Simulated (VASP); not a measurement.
# Ta (P6_3/mmc) in VASP: further runs

Ta is run at these levels: r2SCAN; tasks: single point, relaxation of cell and atoms.

All numbers are computed with VASP 6.6.1; they aren't measurements. Logs are shortened: lines on timing, memory, paths and dates and some standing lists are left out, and cuts for length are marked.

## Step 1: The cell of the first run

The structure is hexagonal, space group P6_3/mmc (No. 194). The conventional cell has a = 2.886 Å, b = 2.886 Å, c = 5.128 Å, α = 90.00°, β = 90.00°, γ = 120.00°. Ta (site symmetry -6m2) has 12 Ta at 2.89 to 3.06 Å within 3.8 Å.

## Step 2: Single point, r2SCAN

POSCAR

```
Ta
1.0
    2.8857679811      0.0000000000      0.0000000000
   -1.4428839906      2.4991483810      0.0000000000
    0.0000000000      0.0000000000      5.1280634854
Ta
2
Direct
    0.3333333333      0.6666666667      0.2500000000
    0.6666666667      0.3333333333      0.7500000000
```

INCAR.step1

```
PREC = Accurate ; ENCUT = 520
ISMEAR = -1 ; SIGMA = 0.1
LREAL = F ; LASPH = T
NELM = 100 ; NBANDS = 18
GGA = PE ; ALGO = Normal
EDIFF = 1E-4 ; LWAVE = T
LCHARG = F
```

INCAR.step2

```
PREC = Accurate ; ENCUT = 520
EDIFF = 1E-6 ; ISMEAR = -1
SIGMA = 0.1 ; LREAL = F
LASPH = T ; NELM = 100
ALGO = Normal ; ISIF = 2
LWAVE = F ; LCHARG = F
METAGGA = R2SCAN ; LMIXTAU = T
NBANDS = 18 ; ISTART = 1
```

KPOINTS

```
Automatic mesh
0
Gamma
  7 7 3
```

Potentials or basis: VASP PAW PBE potentials, release 64 (Ta_pv).

Run with:

```console
> cat potpaw_PBE.64/Ta_pv/POTCAR > POTCAR
> cp INCAR.step1 INCAR
> mpirun -np 1 vasp_std > vasp.out
> cp INCAR.step2 INCAR
> mpirun -np 1 vasp_std > vasp.out
```

OUTCAR:

```text
PREC = Accurate
   ENCUT = 520
   EDIFF = 1E-6
   ISMEAR = -1
   LREAL = F
   LASPH = T
   NELM = 100
   ISIF = 2
   METAGGA = R2SCAN
   ISTART = 1

 ion  position               nearest neighbor table
   1  0.333  0.667  0.250-   2 3.06   2 3.06   2 3.06   2 3.06   2 3.06   2 3.06
   2  0.667  0.333  0.750-   1 3.06   1 3.06   1 3.06   1 3.06   1 3.06   1 3.06

  LATTYP: Found a hexagonal cell.
 ALAT       =     2.8857679811
 C/A-ratio  =     1.7770186373

  Lattice vectors:

 A1 = (   2.8857679811,   0.0000000000,   0.0000000000)
 A2 = (  -1.4428839906,   2.4991483810,   0.0000000000)
 A3 = (   0.0000000000,   0.0000000000,   5.1280634854)

Analysis of symmetry for initial positions (statically):
=====================================================================
 Subroutine PRICEL returns:
 Original cell was already a primitive cell.

 Routine SETGRP: Setting up the symmetry group for a
 hexagonal supercell.

 Subroutine GETGRP returns: Found 24 space group operations
 (whereof 12 operations were pure point group operations)
 out of a pool of 24 trial point group operations.

The static configuration has the point symmetry D_3d.
 The point group associated with its full space group is D_6h.

Analysis of symmetry for dynamics (positions and initial velocities):
=====================================================================
 Subroutine PRICEL returns:
 Original cell was already a primitive cell.

 Routine SETGRP: Setting up the symmetry group for a
 hexagonal supercell.

 Subroutine GETGRP returns: Found 24 space group operations
 (whereof 12 operations were pure point group operations)
 out of a pool of 24 trial point group operations.

The dynamic configuration has the point symmetry D_3d.
 The point group associated with its full space group is D_6h.

 Subroutine INISYM returns: Found 24 space group operations
 (whereof 12 operations are pure point group operations),
 and found     1 'primitive' translations

----------------------------------------------------------------------------------------

                                     Primitive cell

  volume of cell :      36.9834

  direct lattice vectors                    reciprocal lattice vectors
     2.885767981  0.000000000  0.000000000     0.346528206  0.200068153  0.000000000
    -1.442883991  2.499148381  0.000000000     0.000000000  0.400136305  0.000000000
     0.000000000  0.000000000  5.128063485     0.000000000  0.000000000  0.195005386

  length of vectors
     2.885767981  2.885767981  5.128063485     0.400136305  0.400136305  0.195005386

  position of ions in fractional coordinates (direct lattice)
     0.333333333  0.666666667  0.250000000
     0.666666667  0.333333333  0.750000000

  ion indices of the primitive-cell ions
   primitive index   ion index
                 1           1
                 2           2

----------------------------------------------------------------------------------------

 KPOINTS: Automatic mesh

Automatic generation of k-mesh.
 Grid dimensions read from file:
 generate k-points for:    7    7    3

 Generating k-lattice:

  Cartesian coordinates                     Fractional coordinates (reciprocal lattice)
     0.049504029  0.028581165  0.000000000     0.142857143 -0.000000000  0.000000000
     0.000000000  0.057162329  0.000000000     0.000000000  0.142857143  0.000000000
     0.000000000  0.000000000  0.065001795     0.000000000  0.000000000  0.333333333

  Length of vectors
     0.057162329  0.057162329  0.065001795

  Shift w.r.t. Gamma in fractional coordinates (k-lattice)
     0.000000000  0.000000000  0.000000000

 Subroutine IBZKPT returns following result:
 ===========================================

 Found     16 irreducible k-points:

 Following reciprocal coordinates:
            Coordinates               Weight
  0.000000  0.000000  0.000000      1.000000
  0.142857  0.000000  0.000000      6.000000
  0.285714  0.000000  0.000000      6.000000
  0.428571 -0.000000  0.000000      6.000000
  0.142857  0.142857  0.000000      6.000000
  0.285714  0.142857  0.000000     12.000000
[... 8 lines left out ...]
  0.428571  0.142857  0.333333     12.000000
  0.285714  0.285714  0.333333     12.000000
   k-points           NKPTS =     16   k-points in BZ     NKDIM =     16   number of bands    NBANDS=     18
   number of dos      NEDOS =    301   number of ions     NIONS =      2
   total plane-waves  NPLWV =  23040
   dimension x,y,z NGX =    24 NGY =   24 NGZ =   40
   dimension x,y,z NGXF=    48 NGYF=   48 NGZF=   80
   ions per type =               2
   NGX,Y,Z   is equivalent  to a cutoff of  13.83, 13.83, 12.97 a.u.
   NGXF,Y,Z  is equivalent  to a cutoff of  27.65, 27.65, 25.94 a.u.
 SYSTEM =  unknown system
   PREC   = accura    normal or accurate (medium, high low for compatibility)
   ISTART =      1    job   : 0-new  1-cont  2-samecut
   ICHARG =      0    charge: 1-file 2-atom 10-const
   ISPIN  =      1    spin polarized calculation?
   LNONCOLLINEAR =      F non collinear calculations
   LSORBIT =      F    spin-orbit coupling
   LASPH  =      T    aspherical Exc in radial PAW
   ENCUT  =  520.0 eV  38.22 Ry    6.18 a.u.   5.37  5.37  9.53*2*pi/ulx,y,z
   NELM   =    100;   NELMIN=  2; NELMDL=  0     # of ELM steps
   EDIFF  = 0.1E-05   stopping-criterion for ELM
   LREAL  =      F    real-space projection
   EDIFFG = 0.1E-04   stopping-criterion for IOM
   NSW    =      0    number of steps for IOM
   IBRION =     -1    ionic relax: 0-MD 1-quasi-New 2-CG
   NFREE  =      0    steps in history (QN), initial steepest desc. (CG)
   ISIF   =      2    stress and relaxation
   ISYM   =      2    0-nonsym 1-usesym 2-fastsym
   POTIM  = 0.5000    time-step for ionic-motion
   TEBEG  =    0.0;   TEEND  =   0.0 temperature during run
   PSTRESS=    0.0 pullay stress
   NELECT =      22.0000    total number of electrons
   NUPDOWN=      -1.0000    fix difference up-down
   EMIN   =  10.00;   EMAX   =-10.00  energy-range for DOS
   EFERMI =   0.00;   METHOD = LEGACY
   ISMEAR =    -1;   SIGMA  =   0.10  broadening in eV -4-tet -1-fermi 0-gaus
   EFERMI_NEDOS =   21; number of points for ismear=-14 and -15
   IALGO  =     38    algorithm
   IMIX   =      4    mixing-type and parameters
     AMIX     =   0.40;   BMIX     =  1.00
     AMIX_MAG =   1.60;   BMIX_MAG =  1.00
  volume/ion in A,a.u.               =      18.49       124.79
  Fermi-wavevector in a.u.,A,eV,Ry     =   1.376829  2.601830 25.792007  1.895659
  Thomas-Fermi vector in A             =   2.502038
   LORBIT       =      0    0 simple, 1 ext, 2 COOP (PROOUT), +10 PAW based schemes
   METAGGA = R2SCAN    functional components
   LHFCALC =     F    Hartree Fock is set to
   AEXX    =    0.0000 exact exchange contribution
   IVDW    =     0    specifies the selected vdW correction
   LEPSILON=     F    determine dielectric tensor
   LRPA    =     F    only Hartree local field effects (RPA)
 non-spin polarized calculation
  energy-cutoff  :      520.00
  volume of cell :       36.98
 maximum number of plane-waves:      1015
 NGX is ok and might be reduce to    24
   NGX = 11   NGY = 11   NGZ = 19

 number of electron      22.0000003 magnetization

 Free energy of the ion-electron system (eV)
  ---------------------------------------------------
  ext. energy  EPLUGINS =         0.00000000
  ---------------------------------------------------
  free energy    TOTEN  =       -96.59186013 eV

  energy without entropy =      -96.50109440  energy(sigma->0) =      -96.54647726

 E-fermi :   5.4969     XC(G=0): -13.6013

 val. band max:        5.4505680648   @ k =   0.2857   0.2857   0.0000
 cond. band min:       5.5935510978   @ k =   0.2857   0.1429   0.3333
 fundamental gap:      0.1429830330
 Fermi energy:         5.4968724708

 k-point     1 :       0.0000    0.0000    0.0000
  band No.  band energies     occupation
      1     -30.2059      2.00000
      2     -29.2928      2.00000
      3     -29.1947      2.00000
      4     -29.1947      2.00000
      5     -29.1042      2.00000
      6     -29.1042      2.00000
[... 10 lines left out ...]
     17      11.1519      0.00000
     18      11.1519      0.00000

 k-point     2 :       0.1429    0.0000    0.0000
  band No.  band energies     occupation
      1     -30.1353      2.00000
      2     -29.4157      2.00000
      3     -29.3282      2.00000
      4     -29.3022      2.00000
      5     -29.2538      2.00000
      6     -29.1447      2.00000
[... 10 lines left out ...]
     17      11.4085      0.00000
     18      12.5322      0.00000

 k-point     3 :       0.2857    0.0000    0.0000
  band No.  band energies     occupation
      1     -29.9566      2.00000
      2     -29.8996      2.00000
      3     -29.7976      2.00000
      4     -29.3800      2.00000
      5     -29.3420      2.00000
      6     -29.2386      2.00000
[... 10 lines left out ...]
     17      11.5982      0.00000
     18      14.2079      0.00000

 k-point     4 :       0.4286   -0.0000    0.0000
  band No.  band energies     occupation
      1     -30.2722      2.00000
      2     -30.1482      2.00000
      3     -29.7671      2.00000
      4     -29.4768      2.00000
      5     -29.4186      2.00000
      6     -29.3150      2.00000
[... 207 lines left out ...]
      4     -29.5345      2.00000
      5     -29.4497      2.00000
      6     -29.3922      2.00000
[... 10 lines left out ...]
     17      12.2828      0.00000
     18      12.5527      0.00000

 k-point    15 :       0.4286    0.1429    0.3333
  band No.  band energies     occupation
      1     -30.2755      2.00000
      2     -30.2120      2.00000
      3     -29.6565      2.00000
      4     -29.5555      2.00000
      5     -29.5104      2.00000
      6     -29.4182      2.00000
[... 10 lines left out ...]
     17      13.3385      0.00000
     18      14.3664      0.00000

 k-point    16 :       0.2857    0.2857    0.3333
  band No.  band energies     occupation
      1     -30.1138      2.00000
      2     -30.0953      2.00000
      3     -29.8304      2.00000
      4     -29.7652      2.00000
      5     -29.5073      2.00000
      6     -29.4380      2.00000
[... 10 lines left out ...]
     17      14.3794      0.00000
     18      14.3907      0.00000

------------------------ aborting loop because EDIFF is reached ----------------------------------------

  FORCE on cell =-STRESS in cart. coord.  units (eV):
  Direction    XX          YY          ZZ          XY          YZ          ZX
  --------------------------------------------------------------------------------------
  -------------------------------------------------------------------------------------
  Total        0.5472246      0.5472246     -0.1015919     -0.0000000      0.0000000     -0.0000000
  in kB       23.7066058     23.7066058     -4.4011151     -0.0000000      0.0000000     -0.0000000
  external PRESSURE =      14.3373655 kB  Pullay stress =       0.0000000 kB

 VOLUME and BASIS-vectors are now :
 -----------------------------------------------------------------------------
  energy-cutoff  :      520.00
  volume of cell :       36.98
      direct lattice vectors                 reciprocal lattice vectors
     2.885767981  0.000000000  0.000000000     0.346528206  0.200068153  0.000000000
    -1.442883991  2.499148381  0.000000000     0.000000000  0.400136305  0.000000000
     0.000000000  0.000000000  5.128063485     0.000000000  0.000000000  0.195005386

 POSITION                                       TOTAL-FORCE (eV/Angst)
 -----------------------------------------------------------------------------------
     -0.00000      1.66610      1.28202         0.000000     -0.000000      0.000000
      1.44288      0.83305      3.84605        -0.000000      0.000000      0.000000
 -----------------------------------------------------------------------------------
    total drift:                               -0.000000      0.000000     -0.000000

  FREE ENERGIE OF THE ION-ELECTRON SYSTEM (eV)
  ---------------------------------------------------
  free  energy   TOTEN  =       -96.5918601278 eV

  energy  without entropy=      -96.5010943989  energy(sigma->0) =      -96.54647726
```

Wall time 37 s (1 thread of Intel Xeon 6975P-C, shared host); peak memory 0.17 GiB.

Results:

| Quantity | Value |
| --- | --- |
| Free energy | -96.5919 eV |
| Pressure | 1.4 GPa |
| Band gap on the k mesh | zero (band 11 reaches 6.26 eV, above the bottom of band 12 at 5.11 eV) |

Caveat: the k points lie up to 0.41 Å⁻¹ apart; the PAW data sets were made with another functional, which shifts forces and pressure a little; spin-orbit coupling is left out, which moves the levels of the heavy elements.

## Step 3: Relaxation of cell and atoms, r2SCAN

This run uses another cell than the first one, of 18.06 Å³/atom, 0.977 times its volume.

POSCAR

```
Ta
1.0
    2.9451288715      0.0000000000      0.0000000000
   -1.4725644358      2.5505564202      0.0000000000
    0.0000000000      0.0000000000      4.8093954472
Ta
2
Direct
    0.3333333333      0.6666666667      0.2500000000
    0.6666666667      0.3333333333      0.7500000000
```

INCAR.step1

```
SYSTEM = Ta
PREC = Accurate
ENCUT = 600
ISMEAR = -1
SIGMA = 0.1
LREAL = .False.
LASPH = .True.
NELM = 100
GGA = PE
ALGO = Normal
EDIFF = 1E-4
LWAVE = .True.
LCHARG = .False.
```

INCAR.step2

```
SYSTEM = Ta
PREC = Accurate
ENCUT = 600
EDIFF = 1E-7
ISMEAR = -1
SIGMA = 0.1
LREAL = .False.
LASPH = .True.
NELM = 100
ALGO = Normal
ISIF = 3
LWAVE = .False.
LCHARG = .False.
METAGGA = R2SCAN
LMIXTAU = .True.
IBRION = 2
NSW = 80
EDIFFG = -0.01
ISTART = 1
```

KPOINTS

```
regular mesh
0
Gamma
  12 12 7
  0 0 0
```

Potentials or basis: VASP PAW PBE potentials, release 64 (Ta_pv).

Run with:

```console
> cat potpaw_PBE.64/Ta_pv/POTCAR > POTCAR
> cp INCAR.step1 INCAR
> mpirun -np 1 vasp_std > vasp.out
> cp INCAR.step2 INCAR
> mpirun -np 1 vasp_std > vasp.out
```

Run time: 14 min. Hardware: 1 thread of Intel Xeon Platinum 8488C (Sapphire Rapids), shared host; peak memory 0.21 GiB.

Results (log left out):

| Item | Value |
| --- | --- |
| Free energy | -96.5976 eV |
| Relaxed volume | 18.54 Å³/atom |
| Relaxed cell | a = 2.888 Å, b = 2.888 Å, c = 5.134 Å, α = 90.00°, β = 90.00°, γ = 120.00° |
| Space group after relaxing (to 0.05 Å) | P6_3/mmc (No. 194) |
| Energy gained by relaxing | 57.4 meV/atom |
| Ionic steps | 7 |
| Pressure after relaxing | 0.0 GPa |
| Band gap on the k mesh | zero (band 11 reaches 6.65 eV, above the bottom of band 12 at 4.84 eV) |

The path:
| step | energy change (eV) | largest force (eV/Å) | pressure (GPa) | volume (Å³) |
| --- | --- | --- | --- | --- |
| 1 | 0.0000 | 0.0000 | 5.62 | 36.13 |
| 2 | -0.0250 | 0.0000 | -10.95 | 39.48 |
| 3 | -0.0713 | 0.0000 | -4.40 | 37.96 |
| 4 | -0.0974 | 0.0000 | 0.98 | 36.97 |
| 5 | -0.1135 | 0.0000 | -1.31 | 37.34 |
| 6 | -0.1121 | 0.0000 | 1.99 | 36.71 |
| 7 | -0.1148 | 0.0000 | 0.00 | 37.09 |

Final structure:
```yaml
crystal:
  lattice:
    - [2.88812, 0.00000, 0.00000]
    - [-1.44406, 2.50118, 0.00000]
    - [0.00000, 0.00000, 5.13383]
  atoms:
    - { symbol: Ta, position: [0.33333, 0.66667, 0.25000] }
    - { symbol: Ta, position: [0.66667, 0.33333, 0.75000] }
```

Levels at points of the mesh, in eV from the Fermi level:
```
           k point  band 8  band 9  band 10  band 11  band 12  band 13  band 14  band 15
(0.00, 0.00, 0.00)   -5.20   -0.59    -0.31     0.69     0.69     1.29     1.29     3.28
(0.50, 0.00, 0.00)   -4.09   -3.52    -0.62    -0.34     0.53     1.04     5.98     6.79
```

Caveat: the PAW data sets were made with another functional, which shifts forces and pressure a little; spin-orbit coupling is left out, which moves the levels of the heavy elements.
